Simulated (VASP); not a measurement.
Input of a VASP 6.6.1 run:

File POSCAR:

```
SnSe2
1.0
    3.8110000000      0.0000000000      0.0000000000
   -1.9055000000      3.3004228138      0.0000000000
    0.0000000000      0.0000000000      6.1360000000
Sn Se
1 2
Direct
    0.0000000000      0.0000000000      0.0000000000
    0.6666666667      0.3333333333      0.7510000000
    0.3333333333      0.6666666667      0.2490000000
```

File INCAR.step1:

```
SYSTEM = SnSe2
PREC = Accurate
ENCUT = 400
EDIFF = 1E-5
ISMEAR = -1
SIGMA = 0.05
LREAL = .False.
LASPH = .True.
NELM = 120
ALGO = Normal
ISIF = 2
LWAVE = .True.
NBANDS = 20
GGA = PE
GGA_COMPAT = .False.
```

File INCAR.step2:

```
SYSTEM = SnSe2
PREC = Accurate
ENCUT = 400
EDIFF = 1E-6
ISMEAR = -1
SIGMA = 0.05
LREAL = .False.
LASPH = .True.
NELM = 120
ALGO = Normal
ISIF = 2
LWAVE = .False.
LCHARG = .True.
GGA = PE
LHFCALC = .True.
AEXX = 0.25
PRECFOCK = Normal
LELF = .True.
LVHAR = .True.
NBANDS = 20
ISTART = 1
GGA_COMPAT = .False.
```

Contents of KPOINTS:

```
regular mesh
0
Gamma
  4 4 3
  0 0 0
```

Potentials or basis: VASP PAW PBE potentials, release 64 (Sn_d, Se).

The run is started by

```sh
$ cat potpaw_PBE.64/Sn_d/POTCAR potpaw_PBE.64/Se/POTCAR > POTCAR
$ cp INCAR.step1 INCAR
$ mpirun -np 1 vasp_std > vasp.out
$ cp INCAR.step2 INCAR
$ mpirun -np 1 vasp_std > vasp.out
```

Task: What does it give for the band gap on the k mesh?

Result: 2.20 eV (least direct gap 2.61 eV).

Task: What does it give for the pressure?

Result: 2.7 GPa.

Task: Estimate the largest force.

Result: 0.247 eV/Å.

Forces in eV/Å, atoms in the order of the input:
```
Sn   0.000  0.000  0.000
Se   0.000  0.000 -0.247
Se   0.000  0.000  0.247
```

Caveat: the k points lie up to 0.48 Å⁻¹ apart; the PAW data sets were made with another functional, which shifts forces and pressure a little; spin-orbit coupling is left out, which moves the levels of the heavy elements; this functional lacks dispersion, which binds layers or chains, so the pressure and a relaxed spacing across them are unreliable. A k mesh can miss the band edges.
